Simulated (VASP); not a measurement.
Set up this calculation in VASP 6.6.1, as the native input.

- Task: single point
- Functional: PBE
- Potentials or basis: VASP PAW PBE potentials, release 64 (Li_sv, Y_sv)
- Cutoff: 520 eV
- k mesh: 3 × 3 × 3
- Occupations: fermi-dirac, width 0.05 eV
- Spin: no spin polarisation
- Dipole correction: no
- Further INCAR settings: ALGO = Normal; EDIFF = 1e-06; NBANDS = 26

The structure of LiY3 lies in POSCAR:

```
LiY3
1.0
    4.9278958886      0.0000000000      0.0000000000
    0.0000000000      4.9278958886      0.0000000000
    0.0000000000      0.0000000000      4.9278958886
Li Y
1 3
Direct
    0.0441200000      0.9808300000      0.9994900000
    0.4800300000      0.5238000000      0.9626300000
    0.4699700000      0.9966800000      0.5034800000
    0.9885600000      0.5416300000      0.4928600000
```

One way to write it, as run:

INCAR

```
PREC = Accurate
ENCUT = 520
EDIFF = 1E-6
ISMEAR = -1
SIGMA = 0.05
LREAL = F
LASPH = T
NELM = 80
ALGO = Normal
ISIF = 2
LWAVE = F
LCHARG = F
GGA = PE
NBANDS = 26
```

KPOINTS

```
Automatic mesh
0
Gamma
  3 3 3
```

Potentials or basis: VASP PAW PBE potentials, release 64 (Li_sv, Y_sv).

The run is started by

```bash
$ cat potpaw_PBE.64/Li_sv/POTCAR potpaw_PBE.64/Y_sv/POTCAR > POTCAR
$ mpirun -np 1 vasp_std > vasp.out
```

It gave:

| Item | Value |
| --- | --- |
| Largest force | 1.104 eV/Å |
| Band gap on the k mesh | zero (bands 18 and 19 overlap by 0.26 eV) |

Caveat: the k points lie up to 0.43 Å⁻¹ apart; forces of over 1 eV/Å act on the atoms, so gaps and moduli don't describe the material at rest.

Wall time 80 s on 1 thread of Intel Xeon 8259CL, on a shared host, peak memory 0.26 GiB.
